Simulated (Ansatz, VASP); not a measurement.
Two plane-wave programs on Al2Cu

The input INCAR:

```
  PREC = Accurate
  ENCUT = 520
  EDIFF = 1E-7
  ISMEAR = 0
  SIGMA = 0.15
  LREAL = F
  LASPH = T
  NELM = 80
  ALGO = Fast
  ISIF = 2
  LWAVE = F
  LCHARG = T
  GGA = PS
  LELF = T
  LVHAR = T
  NBANDS = 16
```

Contents of KPOINTS:

```
regular mesh
0
Gamma
  12 12 16
```

POSCAR

```
Al2Cu
1.0
    4.0841721965      0.0000000000      0.0000000000
    0.0000000000      4.0841721965      0.0000000000
    0.0000000000      0.0000000000      2.8463947513
Al Cu
2 1
Direct
    0.5000000000      0.0000000000      0.5000000000
    0.0000000000      0.5000000000      0.5000000000
    0.0000000000      0.0000000000     -0.0526982422
```

Input for Ansatz:

```yaml
crystal:
  lattice:
    - [4.0841721965, 0.0, 0.0]
    - [0.0, 4.0841721965, 0.0]
    - [0.0, 0.0, 2.8463947513]
  atoms:
    - { symbol: Al, position: [0.5, 0.0, 0.5] }
    - { symbol: Al, position: [0.0, 0.5, 0.5] }
    - { symbol: Cu, position: [0.0, 0.0, -0.0526982422] }
basis:
  ecutwfc: 420
kpoints:
  mp_grid: { grid: [12, 12, 16] }
hamiltonian:
  xc: pbesol
scf:
  occupations: { method: gaussian, width: 0.15 }
output:
  forces: true
  stress: true
  eigenvalues: true
```

Alike in both runs: task single point; functional PBEsol; k mesh 12 × 12 × 16; occupations gaussian, width 0.15 eV; no spin polarisation.

```csv
,VASP,Ansatz
version,VASP 6.6.1,Ansatz 0.2.0
potentials or method,"VASP PAW PBE potentials, release 64 (Al, Cu), cutoff 520 eV","scalar-relativistic, plane waves, PAW"
valence electrons in the cell,17,25
```

Ansatz gave:

| Property | Result |
| --- | --- |
| gap on the k mesh at the Fermi level (eV) | none |
| pressure (GPa) | 0.8 |
| traceless stress, the component that is largest in VASP (GPa) | -0.94 |
| rms of the force components (eV/Å) | 0.371 |

Problem. Estimate VASP's values.

Solution. gap on the k mesh at the Fermi level (eV): none; pressure (GPa): 1.1; traceless stress, the component that is largest in VASP (GPa): -0.94; rms of the force components (eV/Å): 0.373.

VASP's potentials were made for PBE, not for PBEsol. Atom by atom the forces differ by 0.002 eV/Å (rms over components). A gap of «none» marks a metal or a gap that the smearing closes. With one functional, cell and mesh, what is left measures potentials, basis and numerics. VASP's potentials hold 17 valence electrons a cell and Ansatz's 25, so a difference there can come from the potentials and not from the codes.
